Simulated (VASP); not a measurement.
# Ba (I4/mmm) in VASP: a series of runs

Runs on Ba. Level: PBEsol. Tasks: single point.

All numbers are computed with VASP 6.6.1; they aren't measurements. Logs are shortened: lines on timing, memory, paths and dates and some standing lists are left out, and cuts for length are marked.

**1. The cell of the first run**

It takes space group I4/mmm (No. 139, tetragonal). Conventional cell: a = 5.400 Å, b = 5.400 Å, c = 5.200 Å, α = 90.00°, β = 90.00°, γ = 90.00°.

**2. Single point, PBEsol (strain +0.080 along x and y, +0.040 along z)**

Input file INCAR:

```
PREC = Accurate
ENCUT = 520
EDIFF = 1E-7
ISMEAR = 0
SIGMA = 0.15
LREAL = F
LASPH = T
NELM = 60
ALGO = Fast
ISIF = 2
LWAVE = F
LCHARG = F
GGA = PS
NBANDS = 11
```

Input file KPOINTS:

```
regular mesh
0
Gamma
  14 14 14
```

Input file POSCAR:

```
Ba
1.0
   -2.7000000000      2.7000000000      2.6000000000
    2.7000000000     -2.7000000000      2.6000000000
    2.7000000000      2.7000000000     -2.6000000000
Ba
1
Direct
    0.0000000000      0.0000000000      0.0000000000
```

Potentials or basis: VASP PAW PBE potentials, release 64 (Ba_sv).

Run with:

```bash
$ cat potpaw_PBE.64/Ba_sv/POTCAR > POTCAR
$ mpirun -np 1 vasp_std > vasp.out
```

OUTCAR:

```text
PREC = Accurate
   ENCUT = 520
   EDIFF = 1E-7
   ISMEAR = 0
   LREAL = F
   LASPH = T
   NELM = 60
   ISIF = 2
   GGA = PS

 ion  position               nearest neighbor table
   1  0.000  0.000  0.000-

  LATTYP: Found a body centered tetragonal cell.
 ALAT       =     5.4000000000
 C/A-ratio  =     0.9629629630

  Lattice vectors:

 A1 = (  -2.7000000000,   2.7000000000,   2.6000000000)
 A2 = (   2.7000000000,  -2.7000000000,   2.6000000000)
 A3 = (   2.7000000000,   2.7000000000,  -2.6000000000)

Analysis of symmetry for initial positions (statically):
=====================================================================
 Subroutine PRICEL returns:
 Original cell was already a primitive cell.

 Routine SETGRP: Setting up the symmetry group for a
 body centered tetragonal supercell.

 Subroutine GETGRP returns: Found 16 space group operations
 (whereof 16 operations were pure point group operations)
 out of a pool of 16 trial point group operations.

The static configuration has the point symmetry D_4h.

Analysis of symmetry for dynamics (positions and initial velocities):
=====================================================================
 Subroutine PRICEL returns:
 Original cell was already a primitive cell.

 Routine SETGRP: Setting up the symmetry group for a
 body centered tetragonal supercell.

 Subroutine GETGRP returns: Found 16 space group operations
 (whereof 16 operations were pure point group operations)
 out of a pool of 16 trial point group operations.

The dynamic configuration has the point symmetry D_4h.

 Subroutine INISYM returns: Found 16 space group operations
 (whereof 16 operations are pure point group operations),
 and found     1 'primitive' translations

----------------------------------------------------------------------------------------

                                     Primitive cell

  volume of cell :      75.8160

  direct lattice vectors                    reciprocal lattice vectors
    -2.700000000  2.700000000  2.600000000     0.000000000  0.185185185  0.192307692
     2.700000000 -2.700000000  2.600000000     0.185185185  0.000000000  0.192307692
     2.700000000  2.700000000 -2.600000000     0.185185185  0.185185185  0.000000000

  length of vectors
     4.619523785  4.619523785  4.619523785     0.266975282  0.266975282  0.261891400

  position of ions in fractional coordinates (direct lattice)
     0.000000000  0.000000000  0.000000000

  ion indices of the primitive-cell ions
   primitive index   ion index
                 1           1

----------------------------------------------------------------------------------------

 KPOINTS: regular mesh

Automatic generation of k-mesh.
 Grid dimensions read from file:
 generate k-points for:   14   14   14

 Generating k-lattice:

  Cartesian coordinates                     Fractional coordinates (reciprocal lattice)
     0.000000000  0.013227513  0.013736264     0.071428571  0.000000000 -0.000000000
     0.013227513  0.000000000  0.013736264     0.000000000  0.071428571 -0.000000000
     0.013227513  0.013227513  0.000000000     0.000000000  0.000000000  0.071428571

  Length of vectors
     0.019069663  0.019069663  0.018706529

  Shift w.r.t. Gamma in fractional coordinates (k-lattice)
     0.000000000  0.000000000  0.000000000

 Subroutine IBZKPT returns following result:
 ===========================================

 Found    244 irreducible k-points:

 Following reciprocal coordinates:
            Coordinates               Weight
  0.000000  0.000000  0.000000      1.000000
  0.071429  0.000000 -0.000000      8.000000
  0.142857  0.000000  0.000000      8.000000
  0.214286  0.000000  0.000000      8.000000
  0.285714  0.000000  0.000000      8.000000
  0.357143  0.000000 -0.000000      8.000000
[... 16 lines left out ...]
  0.214286  0.142857 -0.000000     16.000000
  0.285714  0.142857  0.000000     16.000000
 [... further k-points ...]
   k-points           NKPTS =    244   k-points in BZ     NKDIM =    244   number of bands    NBANDS=     11
   number of dos      NEDOS =    301   number of ions     NIONS =      1
   total plane-waves  NPLWV =  46656
   dimension x,y,z NGX =    36 NGY =   36 NGZ =   36
   dimension x,y,z NGXF=    72 NGYF=   72 NGZF=   72
   ions per type =               1
   NGX,Y,Z   is equivalent  to a cutoff of  12.96, 12.96, 12.96 a.u.
   NGXF,Y,Z  is equivalent  to a cutoff of  25.91, 25.91, 25.91 a.u.
 SYSTEM =  unknown system
   PREC   = accura    normal or accurate (medium, high low for compatibility)
   ISTART =      0    job   : 0-new  1-cont  2-samecut
   ICHARG =      2    charge: 1-file 2-atom 10-const
   ISPIN  =      1    spin polarized calculation?
   LNONCOLLINEAR =      F non collinear calculations
   LSORBIT =      F    spin-orbit coupling
   LASPH  =      T    aspherical Exc in radial PAW
   ENCUT  =  520.0 eV  38.22 Ry    6.18 a.u.   8.59  8.59  8.59*2*pi/ulx,y,z
   NELM   =     60;   NELMIN=  2; NELMDL= -5     # of ELM steps
   EDIFF  = 0.1E-06   stopping-criterion for ELM
   LREAL  =      F    real-space projection
   EDIFFG = 0.1E-05   stopping-criterion for IOM
   NSW    =      0    number of steps for IOM
   IBRION =     -1    ionic relax: 0-MD 1-quasi-New 2-CG
   NFREE  =      0    steps in history (QN), initial steepest desc. (CG)
   ISIF   =      2    stress and relaxation
   ISYM   =      2    0-nonsym 1-usesym 2-fastsym
   POTIM  = 0.5000    time-step for ionic-motion
   TEBEG  =    0.0;   TEEND  =   0.0 temperature during run
   PSTRESS=    0.0 pullay stress
   NELECT =      10.0000    total number of electrons
   NUPDOWN=      -1.0000    fix difference up-down
   EMIN   =  10.00;   EMAX   =-10.00  energy-range for DOS
   EFERMI =   0.00;   METHOD = LEGACY
   ISMEAR =     0;   SIGMA  =   0.15  broadening in eV -4-tet -1-fermi 0-gaus
   EFERMI_NEDOS =   21; number of points for ismear=-14 and -15
   IALGO  =     68    algorithm
   IMIX   =      4    mixing-type and parameters
     AMIX     =   0.40;   BMIX     =  1.00
     AMIX_MAG =   1.60;   BMIX_MAG =  1.00
  volume/ion in A,a.u.               =      75.82       511.63
  Fermi-wavevector in a.u.,A,eV,Ry     =   0.833338  1.574781  9.448597  0.694452
  Thomas-Fermi vector in A             =   1.946545
   LORBIT       =      0    0 simple, 1 ext, 2 COOP (PROOUT), +10 PAW based schemes
   GGA     = PS    functional components
   LHFCALC =     F    Hartree Fock is set to
   AEXX    =    0.0000 exact exchange contribution
   IVDW    =     0    specifies the selected vdW correction
   LEPSILON=     F    determine dielectric tensor
   LRPA    =     F    only Hartree local field effects (RPA)
 non-spin polarized calculation
 RMM-DIIS sequential band-by-band and
 Gauss-broadening in eV      SIGMA  =   0.15
  energy-cutoff  :      520.00
  volume of cell :       75.82
 maximum number of plane-waves:      2064
   NGX = 17   NGY = 17   NGZ = 17

 number of electron      10.0000000 magnetization

 Free energy of the ion-electron system (eV)
  ---------------------------------------------------
  ext. energy  EPLUGINS =         0.00000000
  ---------------------------------------------------
  free energy    TOTEN  =        -2.05060277 eV

  energy without entropy =       -2.03587893  energy(sigma->0) =       -2.04324085

 E-fermi :   0.9977     XC(G=0):  -6.9297

 val. band max:        0.9954511188   @ k =  -0.3571  -0.4286   0.2143
 cond. band min:       1.0009529254   @ k =   0.2857   0.2857   0.0714
 fundamental gap:      0.0055018066
 Fermi energy:         0.9977141971

 k-point     1 :       0.0000    0.0000    0.0000
  band No.  band energies     occupation
      1     -28.2233      2.00000
      2     -13.2278      2.00000
      3     -13.2278      2.00000
      4     -13.2260      2.00000
      5      -1.6588      2.00000
      6       2.4621      0.00000
      7       2.6523      0.00000
      8       2.6523      0.00000
      9       3.6398      0.00000
     10       3.9110      0.00000
     11       7.3153      0.00000

 k-point     2 :       0.0714    0.0000   -0.0000
  band No.  band energies     occupation
      1     -28.2224      2.00000
      2     -13.2398      2.00000
      3     -13.2321      2.00000
      4     -13.2270      2.00000
      5      -1.5797      2.00000
      6       2.4491      0.00000
      7       2.6157      0.00000
      8       2.6777      0.00000
      9       3.6151      0.00000
     10       3.8344      0.00000
     11       7.4723      0.00000

 k-point     3 :       0.1429    0.0000    0.0000
  band No.  band energies     occupation
      1     -28.2198      2.00000
      2     -13.2756      2.00000
      3     -13.2441      2.00000
      4     -13.2276      2.00000
      5      -1.3504      2.00000
      6       2.3132      0.00000
      7       2.4633      0.00000
      8       2.8771      0.00000
      9       3.5580      0.00000
     10       3.7601      0.00000
     11       7.6907      0.00000

 k-point     4 :       0.2143    0.0000    0.0000
  band No.  band energies     occupation
      1     -28.2160      2.00000
      2     -13.3266      2.00000
      3     -13.2613      2.00000
      4     -13.2283      2.00000
      5      -0.9974      2.00000
      6       2.1072      0.00000
      7       2.1878      0.00000
      8       3.2484      0.00000
      9       3.5833      0.00000
     10       3.7747      0.00000
     11       7.6464      0.00000

 k-point     5 :       0.2857    0.0000    0.0000
  band No.  band energies     occupation
      1     -28.2118      2.00000
      2     -13.3819      2.00000
      3     -13.2803      2.00000
      4     -13.2292      2.00000
      5      -0.5717      2.00000
      6       1.9031      0.00000
      7       1.9114      0.00000
      8       3.6815      0.00000
      9       3.7555      0.00000
     10       3.8662      0.00000
     11       7.1753      0.00000
[... 211 lines left out ...]
 k-point    21 :      -0.0714    0.0714    0.0000
  band No.  band energies     occupation
      1     -28.2224      2.00000
      2     -13.2408      2.00000
      3     -13.2299      2.00000
      4     -13.2276      2.00000
      5      -1.5828      2.00000
      6       2.4380      0.00000
      7       2.5956      0.00000
      8       2.7292      0.00000
      9       3.5429      0.00000
     10       3.8993      0.00000
     11       7.4045      0.00000

 k-point    22 :       0.1429    0.1429    0.0000
  band No.  band energies     occupation
      1     -28.2139      2.00000
      2     -13.3502      2.00000
      3     -13.2621      2.00000
      4     -13.2415      2.00000
      5      -0.7837      2.00000
      6       2.0287      0.00000
      7       2.0296      0.00000
      8       3.4214      0.00000
      9       3.4695      0.00000
     10       3.9866      0.00000
     11       7.8454      0.00000

 k-point    23 :       0.2143    0.1429   -0.0000
  band No.  band energies     occupation
      1     -28.2101      2.00000
      2     -13.3930      2.00000
      3     -13.2832      2.00000
      4     -13.2452      2.00000
      5      -0.3637      2.00000
      6       1.7725      0.00000
      7       1.8695      0.00000
      8       3.4475      0.00000
      9       3.9616      0.00000
     10       4.1563      0.00000
     11       7.0979      0.00000

 k-point    24 :       0.2857    0.1429    0.0000
  band No.  band energies     occupation
      1     -28.2067      2.00000
      2     -13.4290      2.00000
      3     -13.3054      2.00000
      4     -13.2466      2.00000
      5       0.0514      2.00000
      6       1.5961      0.00000
      7       1.7504      0.00000
      8       3.5438      0.00000
      9       4.2480      0.00000
     10       4.5406      0.00000
     11       6.4046      0.00000

 [... further k-points ...]
[... 5 lines left out ...]
  --------------------------------------------------------------------------------------
  -------------------------------------------------------------------------------------
  Total       -0.7955517     -0.7955517     -0.7448797      0.0000000      0.0000000      0.0000000
  in kB      -16.8119522    -16.8119522    -15.7411281      0.0000000      0.0000000      0.0000000
  external PRESSURE =     -16.4550108 kB  Pullay stress =       0.0000000 kB

 VOLUME and BASIS-vectors are now :
 -----------------------------------------------------------------------------
  energy-cutoff  :      520.00
  volume of cell :       75.82
      direct lattice vectors                 reciprocal lattice vectors
    -2.700000000  2.700000000  2.600000000     0.000000000  0.185185185  0.192307692
     2.700000000 -2.700000000  2.600000000     0.185185185  0.000000000  0.192307692
     2.700000000  2.700000000 -2.600000000     0.185185185  0.185185185  0.000000000

 POSITION                                       TOTAL-FORCE (eV/Angst)
 -----------------------------------------------------------------------------------
      0.00000      0.00000      0.00000        -0.000000     -0.000000      0.000000
 -----------------------------------------------------------------------------------
    total drift:                               -0.000000      0.000000      0.000000

  FREE ENERGIE OF THE ION-ELECTRON SYSTEM (eV)
  ---------------------------------------------------
  free  energy   TOTEN  =        -2.0506027714 eV

  energy  without entropy=       -2.0358789341  energy(sigma->0) =       -2.04324085
```

It took 2.7 min on 1 thread of Intel Xeon Platinum 8488C (Sapphire Rapids), shared host; peak memory 0.35 GiB.

What came out:

| Item | Value |
| --- | --- |
| Free energy | -2.0506 eV |
| Pressure | -1.6 GPa |
| Band gap on the k mesh | zero (bands 5 and 6 overlap by 0.63 eV) |

Caveat: the cell differs from its parent crystal (strain +0.080 along x and y, +0.040 along z); the PAW data sets were made with another functional, which shifts forces and pressure a little; spin-orbit coupling is left out, which moves the levels of the heavy elements.

**3. Single point, PBEsol (strain -0.080 along x and y, -0.040 along z)**

Input file INCAR:

```
SYSTEM = Ba
  PREC = Accurate
  ENCUT = 520
  EDIFF = 1E-6
  ISMEAR = 0
  SIGMA = 0.15
  LREAL = .FALSE.
  LASPH = .TRUE.
  NELM = 80
  ALGO = Normal
  ISIF = 2
  LWAVE = .FALSE.
  LCHARG = .FALSE.
  GGA = PS
  NBANDS = 11
```

Input file KPOINTS:

```
regular mesh
0
G
  14 14 14
  0 0 0
```

Input file POSCAR:

```
Ba
1.0
   -2.3000000000      2.3000000000      2.4000000000
    2.3000000000     -2.3000000000      2.4000000000
    2.3000000000      2.3000000000     -2.4000000000
Ba
1
Direct
    0.0000000000      0.0000000000      0.0000000000
```

Potentials or basis: VASP PAW PBE potentials, release 64 (Ba_sv).

Run with:

```bash
$ cat potpaw_PBE.64/Ba_sv/POTCAR > POTCAR
$ mpirun -np 1 vasp_std > vasp.out
```

It took 97 s on 1 thread of Intel Xeon Platinum 8488C (Sapphire Rapids), shared host; peak memory 0.27 GiB.

The run converged. Its results:

| Property | Result |
| --- | --- |
| Free energy | -2.1174 eV |
| Pressure | 1.7 GPa |
| Band gap on the k mesh | zero (bands 5 and 6 overlap by 1.44 eV) |

Stress tensor (GPa, compression positive):
```
1.75 0.00 0.00
0.00 1.75 0.00
0.00 0.00 1.49
```

Levels at points of the mesh, in eV from the Fermi level:
| k point | band 2 | band 3 | band 4 | band 5 | band 6 | band 7 | band 8 | band 9 |
| --- | --- | --- | --- | --- | --- | --- | --- | --- |
| (0.00, 0.00, 0.00) | -13.28 | -13.28 | -13.28 | -2.81 | 1.96 | 1.96 | 2.27 | 3.57 |
| (0.50, 0.00, 0.00) | -14.18 | -13.54 | -13.28 | -1.06 | 0.74 | 2.02 | 3.65 | 4.58 |
| (0.50, 0.50, 0.00) | -14.17 | -13.58 | -13.31 | -1.06 | 0.42 | 2.19 | 4.18 | 4.74 |
| (0.50, 0.50, 0.50) | -13.93 | -13.86 | -13.86 | -0.92 | -0.84 | 5.22 | 5.70 | 5.70 |

Caveat: the cell differs from its parent crystal (strain -0.080 along x and y, -0.040 along z); the PAW data sets were made with another functional, which shifts forces and pressure a little; spin-orbit coupling is left out, which moves the levels of the heavy elements.
